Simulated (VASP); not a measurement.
# Cs (Fm-3m) in VASP: settings compared

Cs is run at these levels: PBE, HSE06; tasks: single point.

Program: VASP 6.6.1. These are calculated values, not measurements. Logs are shortened: lines on timing, memory, paths and dates and some standing lists are left out, and cuts for length are marked.

## 1. The cell of the first run

Symmetry: Fm-3m, No. 225, cubic system. Conventional cell: a = 8.051 Å, b = 8.051 Å, c = 8.051 Å, α = 90.00°, β = 90.00°, γ = 90.00°.

This isn't the form of Cs at room conditions, which is bcc.

## 2. Single point, PBE (130.46 Å³/atom)

INCAR

```
ALGO = Normal ; EDIFF = 1E-6
ENCUT = 520 ; GGA = PE
ISIF = 2 ; ISMEAR = -1
LASPH = T ; LCHARG = F
LREAL = F ; LWAVE = F
NBANDS = 10 ; NELM = 100
PREC = Accurate ; SIGMA = 0.1
```

KPOINTS

```
k-points
0
Gamma
  8 8 8
```

POSCAR

```
Cs
1.0
    0.0000000000      4.0254651712      4.0254651712
    4.0254651712      0.0000000000      4.0254651712
    4.0254651712      4.0254651712      0.0000000000
Cs
1
Direct
    0.0000000000      0.0000000000      0.0000000000
```

Potentials or basis: VASP PAW PBE potentials, release 64 (Cs_sv).

Run with:

```
cat potpaw_PBE.64/Cs_sv/POTCAR > POTCAR
mpirun -np 1 vasp_std > vasp.out
```

OUTCAR:

```text
EDIFF = 1E-6
   ENCUT = 520
   GGA = PE
   ISIF = 2
   ISMEAR = -1
   LASPH = T
   LREAL = F
   NELM = 100
   PREC = Accurate

 ion  position               nearest neighbor table
   1  0.000  0.000  0.000-

  LATTYP: Found a face centered cubic cell.
 ALAT       =     8.0509303424

  Lattice vectors:

 A1 = (   0.0000000000,   4.0254651712,   4.0254651712)
 A2 = (   4.0254651712,   0.0000000000,   4.0254651712)
 A3 = (   4.0254651712,   4.0254651712,   0.0000000000)

Analysis of symmetry for initial positions (statically):
=====================================================================
 Subroutine PRICEL returns:
 Original cell was already a primitive cell.

 Routine SETGRP: Setting up the symmetry group for a
 face centered cubic supercell.

 Subroutine GETGRP returns: Found 48 space group operations
 (whereof 48 operations were pure point group operations)
 out of a pool of 48 trial point group operations.

The static configuration has the point symmetry O_h .

Analysis of symmetry for dynamics (positions and initial velocities):
=====================================================================
 Subroutine PRICEL returns:
 Original cell was already a primitive cell.

 Routine SETGRP: Setting up the symmetry group for a
 face centered cubic supercell.

 Subroutine GETGRP returns: Found 48 space group operations
 (whereof 48 operations were pure point group operations)
 out of a pool of 48 trial point group operations.

The dynamic configuration has the point symmetry O_h .

 Subroutine INISYM returns: Found 48 space group operations
 (whereof 48 operations are pure point group operations),
 and found     1 'primitive' translations

----------------------------------------------------------------------------------------

                                     Primitive cell

  volume of cell :     130.4603

  direct lattice vectors                    reciprocal lattice vectors
     0.000000000  4.025465171  4.025465171    -0.124209248  0.124209248  0.124209248
     4.025465171  0.000000000  4.025465171     0.124209248 -0.124209248  0.124209248
     4.025465171  4.025465171  0.000000000     0.124209248  0.124209248 -0.124209248

  length of vectors
     5.692867440  5.692867440  5.692867440     0.215136728  0.215136728  0.215136728

  position of ions in fractional coordinates (direct lattice)
     0.000000000  0.000000000  0.000000000

  ion indices of the primitive-cell ions
[... 77 lines left out ...]
   NSW    =      0    number of steps for IOM
   IBRION =     -1    ionic relax: 0-MD 1-quasi-New 2-CG
   NFREE  =      0    steps in history (QN), initial steepest desc. (CG)
   ISIF   =      2    stress and relaxation
   ISYM   =      2    0-nonsym 1-usesym 2-fastsym
   POTIM  = 0.5000    time-step for ionic-motion
   TEBEG  =    0.0;   TEEND  =   0.0 temperature during run
   PSTRESS=    0.0 pullay stress
   NELECT =       9.0000    total number of electrons
   NUPDOWN=      -1.0000    fix difference up-down
   EMIN   =  10.00;   EMAX   =-10.00  energy-range for DOS
   EFERMI =   0.00;   METHOD = LEGACY
   ISMEAR =    -1;   SIGMA  =   0.10  broadening in eV -4-tet -1-fermi 0-gaus
   EFERMI_NEDOS =   21; number of points for ismear=-14 and -15
   IALGO  =     38    algorithm
   IMIX   =      4    mixing-type and parameters
     AMIX     =   0.40;   BMIX     =  1.00
     AMIX_MAG =   1.60;   BMIX_MAG =  1.00
  volume/ion in A,a.u.               =     130.46       880.39
  Fermi-wavevector in a.u.,A,eV,Ry     =   0.671423  1.268806  6.133628  0.450809
  Thomas-Fermi vector in A             =   1.747238
   LORBIT       =      0    0 simple, 1 ext, 2 COOP (PROOUT), +10 PAW based schemes
   GGA     = PE    functional components
   LHFCALC =     F    Hartree Fock is set to
   AEXX    =    0.0000 exact exchange contribution
   IVDW    =     0    specifies the selected vdW correction
   LEPSILON=     F    determine dielectric tensor
   LRPA    =     F    only Hartree local field effects (RPA)
 non-spin polarized calculation
  energy-cutoff  :      520.00
  volume of cell :      130.46
 maximum number of plane-waves:      3539
   NGX = 21   NGY = 21   NGZ = 21

 number of electron       8.9999999 magnetization

 Free energy of the ion-electron system (eV)
  ---------------------------------------------------
  ext. energy  EPLUGINS =         0.00000000
  ---------------------------------------------------
  free energy    TOTEN  =        -0.86355254 eV

  energy without entropy =       -0.82074382  energy(sigma->0) =       -0.84214818

 E-fermi :   0.1437     XC(G=0):  -5.0995

 val. band max:        0.0593489872   @ k =   0.5000   0.2500   0.1250
 cond. band min:       0.1623344561   @ k =   0.5000   0.0000   0.0000
 fundamental gap:      0.1029854688
 Fermi energy:         0.1437158380

 k-point     1 :       0.0000    0.0000    0.0000
  band No.  band energies     occupation
      1     -23.7697      2.00000
      2     -10.5289      2.00000
      3     -10.5289      2.00000
      4     -10.5289      2.00000
      5      -1.3926      2.00000
      6       2.5341      0.00000
      7       2.5341      0.00000
      8       2.5341      0.00000
      9       3.5014      0.00000
     10       3.5014      0.00000
[... 287 lines left out ...]
 k-point    24 :      -0.3750    0.2500    0.1250
  band No.  band energies     occupation
      1     -23.7659      2.00000
      2     -10.6037      2.00000
      3     -10.5636      2.00000
      4     -10.5483      2.00000
      5       0.5672      0.02854
      6       0.8489      0.00173
      7       1.8037      0.00000
      8       2.6199      0.00000
      9       3.5028      0.00000
     10       4.1973      0.00000

 [... further k-points ...]

------------------------ aborting loop because EDIFF is reached ----------------------------------------

  FORCE on cell =-STRESS in cart. coord.  units (eV):
  Direction    XX          YY          ZZ          XY          YZ          ZX
  --------------------------------------------------------------------------------------
  -------------------------------------------------------------------------------------
  Total       -0.1393962     -0.1393962     -0.1393962     -0.0000000     -0.0000000     -0.0000000
  in kB       -1.7119194     -1.7119194     -1.7119194     -0.0000000     -0.0000000     -0.0000000
  external PRESSURE =      -1.7119194 kB  Pullay stress =       0.0000000 kB

 VOLUME and BASIS-vectors are now :
 -----------------------------------------------------------------------------
  energy-cutoff  :      520.00
  volume of cell :      130.46
      direct lattice vectors                 reciprocal lattice vectors
     0.000000000  4.025465171  4.025465171    -0.124209248  0.124209248  0.124209248
     4.025465171  0.000000000  4.025465171     0.124209248 -0.124209248  0.124209248
     4.025465171  4.025465171  0.000000000     0.124209248  0.124209248 -0.124209248

 POSITION                                       TOTAL-FORCE (eV/Angst)
 -----------------------------------------------------------------------------------
      0.00000      0.00000      0.00000        -0.000000      0.000000      0.000000
 -----------------------------------------------------------------------------------
    total drift:                               -0.000000     -0.000000     -0.000000

  FREE ENERGIE OF THE ION-ELECTRON SYSTEM (eV)
  ---------------------------------------------------
  free  energy   TOTEN  =        -0.8635525383 eV

  energy  without entropy=       -0.8207438221  energy(sigma->0) =       -0.84214818
```

OSZICAR:

```text
N       E                     dE             d eps       ncg     rms          rms(c)
DAV:   1     0.525636792458E+02    0.52564E+02   -0.28671E+03   580   0.620E+02
DAV:   2     0.469917913600E+01   -0.47865E+02   -0.46794E+02   760   0.106E+02
DAV:   3    -0.777203645811E+00   -0.54764E+01   -0.54708E+01   666   0.412E+01
DAV:   4    -0.860771873727E+00   -0.83568E-01   -0.83556E-01   774   0.604E+00
DAV:   5    -0.861161384097E+00   -0.38951E-03   -0.38950E-03   790   0.356E-01    0.126E-01
DAV:   6    -0.862189731128E+00   -0.10283E-02   -0.11145E-03   736   0.161E-01    0.895E-02
DAV:   7    -0.863493546589E+00   -0.13038E-02   -0.35822E-03   620   0.300E-01    0.318E-02
DAV:   8    -0.863550814565E+00   -0.57268E-04   -0.10601E-04   678   0.632E-02    0.464E-03
DAV:   9    -0.863553063292E+00   -0.22487E-05   -0.47318E-06   872   0.109E-02    0.332E-03
DAV:  10    -0.863552538259E+00    0.52503E-06   -0.14616E-06   674   0.500E-03
   1 F= -.86355254E+00 E0= -.84214818E+00  d E =-.428087E-01
```

Run time: 40 s. Hardware: 1 thread of Intel Xeon Platinum 8488C (Sapphire Rapids), shared host; peak memory 0.24 GiB.

What came out:

| Item | Value |
| --- | --- |
| Free energy | -0.8636 eV |
| Pressure | -0.2 GPa |
| Band gap on the k mesh | zero (an odd number of electrons rules out a gap without spin polarisation) |

Caveat: spin-orbit coupling is left out, which moves the levels of the heavy elements.

## 3. Single point, PBE

This run uses another cell than the first one, of 116.48 Å³/atom.

INCAR

```
SYSTEM = Cs
  ALGO = Normal
  EDIFF = 1E-7
  ENCUT = 520
  GGA = PE
  ISIF = 2
  ISMEAR = -1
  LASPH = .True.
  LCHARG = .False.
  LREAL = .False.
  LWAVE = .False.
  NBANDS = 10
  NELM = 100
  PREC = Accurate
  SIGMA = 0.1
```

KPOINTS

```
k-points
0
Gamma
  12 12 12
  0 0 0
```

POSCAR

```
Cs
1.0
    0.0000000000      3.8762347075      3.8762347075
    3.8762347075      0.0000000000      3.8762347075
    3.8762347075      3.8762347075      0.0000000000
Cs
1
Direct
    0.0000000000      0.0000000000      0.0000000000
```

Potentials or basis: VASP PAW PBE potentials, release 64 (Cs_sv).

Run with:

```
cat potpaw_PBE.64/Cs_sv/POTCAR > POTCAR
mpirun -np 1 vasp_std > vasp.out
```

Run time: 74 s. Hardware: 1 thread of Intel Xeon Platinum 8488C (Sapphire Rapids), shared host; peak memory 0.29 GiB.

Results (log left out):

```yaml
Free_energy: -0.8718 eV
Pressure: 0.0 GPa
Band_gap_on_the_k_mesh: zero (an odd number of electrons rules out a gap without spin polarisation)
```

Levels at points of the mesh, in eV from the Fermi level:
```tsv
k point	band 1	band 2	band 3	band 4	band 5	band 6	band 7	band 8	band 9	band 10
(0.00, 0.00, 0.00)	-23.85	-10.60	-10.60	-10.60	-1.66	2.45	2.45	2.45	3.52	3.52
(0.50, 0.00, 0.00)	-23.85	-10.73	-10.62	-10.62	-0.02	0.76	2.31	2.31	4.30	4.32
(0.50, 0.50, 0.00)	-23.84	-10.72	-10.65	-10.65	0.28	1.06	1.42	3.99	3.99	4.29
```

Caveat: spin-orbit coupling is left out, which moves the levels of the heavy elements.

## 4. Single point, PBE

This run uses another cell than the first one, of 116.48 Å³/atom.

INCAR

```
SYSTEM = Cs
PREC     = Accurate       ! precision mode
ENCUT    = 520            ! plane-wave cutoff, eV
EDIFF    = 1E-7           ! SCF threshold, eV
ISMEAR   = -1             ! smearing method
SIGMA    = 0.1            ! smearing width, eV
LREAL    = .False.        ! projectors in reciprocal space
LASPH    = .True.         ! aspherical terms in the spheres
NELM     = 60             ! most SCF steps
ALGO     = Normal         ! electronic algorithm
ISIF     = 2              ! what is computed and relaxed
LWAVE    = .False.        ! write WAVECAR
LCHARG   = .False.        ! write CHGCAR
GGA      = PE             ! functional
NBANDS   = 10             ! bands
```

KPOINTS

```
Automatic mesh
0
Gamma
  4 4 4
  0 0 0
```

POSCAR

```
Cs
1.0
    0.0000000000      3.8762347038      3.8762347038
    3.8762347038      0.0000000000      3.8762347038
    3.8762347038      3.8762347038      0.0000000000
Cs
1
Direct
    0.0000000000      0.0000000000      0.0000000000
```

Run with:

```
cat potpaw_PBE.64/Cs_sv/POTCAR > POTCAR
mpirun -np 1 vasp_std > vasp.out
```

It took 22 s on 1 thread of AMD EPYC 7R13, shared host; peak memory 0.21 GiB.

The run converged. Its results:

```yaml
Free_energy: -0.8469 eV
Pressure: 0.0 GPa
Band_gap_on_the_k_mesh: zero (an odd number of electrons rules out a gap without spin polarisation)
```

Levels at points of the mesh, in eV from the Fermi level:
| k point | band 3 | band 4 | band 5 | band 6 | band 7 | band 8 |
| --- | --- | --- | --- | --- | --- | --- |
| (0.00, 0.00, 0.00) | -10.63 | -10.63 | -1.69 | 2.42 | 2.42 | 2.42 |
| (0.50, 0.00, 0.00) | -10.64 | -10.64 | -0.05 | 0.73 | 2.28 | 2.28 |
| (0.50, 0.50, 0.00) | -10.67 | -10.67 | 0.26 | 1.02 | 1.39 | 3.96 |

Caveat: spin-orbit coupling is left out, which moves the levels of the heavy elements.

## 5. Single point, HSE06

This run uses another cell than the first one, of 116.48 Å³/atom.

POSCAR is that of step 4.

INCAR.step1

```
SYSTEM = Cs
ALGO = Normal
EDIFF = 1E-5
ENCUT = 520
GGA = PE
ISIF = 2
ISMEAR = -1
LASPH = .TRUE.
LREAL = .FALSE.
LWAVE = .TRUE.
NBANDS = 10
NELM = 100
PREC = Accurate
SIGMA = 0.1
```

INCAR.step2

```
SYSTEM = Cs
ALGO = Normal
EDIFF = 1E-7
ENCUT = 520
GGA = PE
HFSCREEN = 0.2079
ISIF = 2
ISMEAR = -1
ISTART = 1
LASPH = .TRUE.
LCHARG = .TRUE.
LELF = .TRUE.
LHFCALC = .TRUE.
LREAL = .FALSE.
LVHAR = .TRUE.
LWAVE = .FALSE.
NBANDS = 10
NELM = 100
PREC = Accurate
PRECFOCK = Normal
SIGMA = 0.1
```

KPOINTS

```
k-points
0
G
  4 4 4
  0 0 0
```

Potentials or basis: VASP PAW PBE potentials, release 64 (Cs_sv).

Run with:

```
cat potpaw_PBE.64/Cs_sv/POTCAR > POTCAR
cp INCAR.step1 INCAR
mpirun -np 1 vasp_std > vasp.out
cp INCAR.step2 INCAR
mpirun -np 1 vasp_std > vasp.out
```

OUTCAR:

```text
SYSTEM = Cs
   EDIFF = 1E-7
   ENCUT = 520
   GGA = PE
   HFSCREEN = 0.2079
   ISIF = 2
   ISMEAR = -1
   ISTART = 1
   LASPH = .TRUE.
   LHFCALC = .TRUE.
   LREAL = .FALSE.
   NELM = 100
   PREC = Accurate
   PRECFOCK = Normal

 ion  position               nearest neighbor table
   1  0.000  0.000  0.000-

  LATTYP: Found a face centered cubic cell.
 ALAT       =     7.7524694076

[... 274 lines left out ...]
      6       1.8194      0.00000
      7       1.8194      0.00000
      8       2.7612      0.00000
      9       5.2454      0.00000
     10       5.2709      0.00000

------------------------ aborting loop because EDIFF is reached ----------------------------------------

  FORCE on cell =-STRESS in cart. coord.  units (eV):
  Direction    XX          YY          ZZ          XY          YZ          ZX
  --------------------------------------------------------------------------------------
  -------------------------------------------------------------------------------------
  Total        0.0845697      0.0845697      0.0845697     -0.0000000      0.0000000      0.0000000
  in kB        1.1632285      1.1632285      1.1632285     -0.0000000      0.0000000      0.0000000
  external PRESSURE =       1.1632285 kB  Pullay stress =       0.0000000 kB

 VOLUME and BASIS-vectors are now :
 -----------------------------------------------------------------------------
  energy-cutoff  :      520.00
  volume of cell :      116.48
      direct lattice vectors                 reciprocal lattice vectors
     0.000000000  3.876234704  3.876234704    -0.128991157  0.128991157  0.128991157
     3.876234704  0.000000000  3.876234704     0.128991157 -0.128991157  0.128991157
     3.876234704  3.876234704  0.000000000     0.128991157  0.128991157 -0.128991157

 POSITION                                       TOTAL-FORCE (eV/Angst)
 -----------------------------------------------------------------------------------
      0.00000      0.00000      0.00000        -0.000000      0.000000     -0.000000
 -----------------------------------------------------------------------------------
    total drift:                                0.000001      0.000001      0.000001

  FREE ENERGIE OF THE ION-ELECTRON SYSTEM (eV)
  ---------------------------------------------------
  free  energy   TOTEN  =        -0.9156636741 eV

  energy  without entropy=       -0.8662629667  energy(sigma->0) =       -0.89096332
```

OUTCAR.step1:

```text
SYSTEM = Cs
   EDIFF = 1E-5
   ENCUT = 520
   GGA = PE
   ISIF = 2
   ISMEAR = -1
   LASPH = .TRUE.
[... 302 lines left out ...]
 -----------------------------------------------------------------------------------
      0.00000      0.00000      0.00000        -0.000000     -0.000000     -0.000000
 -----------------------------------------------------------------------------------
    total drift:                               -0.000000     -0.000000     -0.000000

  FREE ENERGIE OF THE ION-ELECTRON SYSTEM (eV)
  ---------------------------------------------------
  free  energy   TOTEN  =        -0.8469116552 eV

  energy  without entropy=       -0.7915126391  energy(sigma->0) =       -0.81921215
```

Wall time 16 min (1 thread of AMD EPYC 7R13, shared host); peak memory 0.33 GiB.

What came out:

```yaml
Free_energy: -0.9157 eV
Pressure: 0.1 GPa
Band_gap_on_the_k_mesh: zero (an odd number of electrons rules out a gap without spin polarisation)
```

Caveat: the PAW data sets were made with another functional, which shifts forces and pressure a little; spin-orbit coupling is left out, which moves the levels of the heavy elements.

## 6. The runs side by side

| level | cell | k mesh | grid for exact exchange (PRECFOCK) | share of exact exchange | screening parameter | gap on the mesh (eV) | pressure (GPa) |
| --- | --- | --- | --- | --- | --- | --- | --- |
| PBE | a = 5.693 Å, angles 60.0°, 1 atom | 8 × 8 × 8 | - | - | - | none | -0.2 |
| PBE | a = 5.482 Å, angles 60.0°, 1 atom | 12 × 12 × 12 | - | - | - | none | 0.0 |
| PBE | a = 5.482 Å, angles 60.0°, 1 atom | 4 × 4 × 4 | - | - | - | none | 0.0 |
| HSE06 | a = 5.482 Å, angles 60.0°, 1 atom | 4 × 4 × 4 | Normal | 0.25 | 0.2079 1/Å | none | 0.1 |

Alike in all rows: task single point; potentials or basis VASP PAW PBE potentials, release 64 (Cs_sv); no spin polarisation; cutoff (eV) 520; smearing fermi-dirac 0.1 eV.

Caveats: spin-orbit coupling is left out, which moves the levels of the heavy elements; the PAW data sets were made with another functional, which shifts forces and pressure a little (at least some runs).

Total energies depend on the potentials used, so only differences within one code and one set of settings carry meaning.
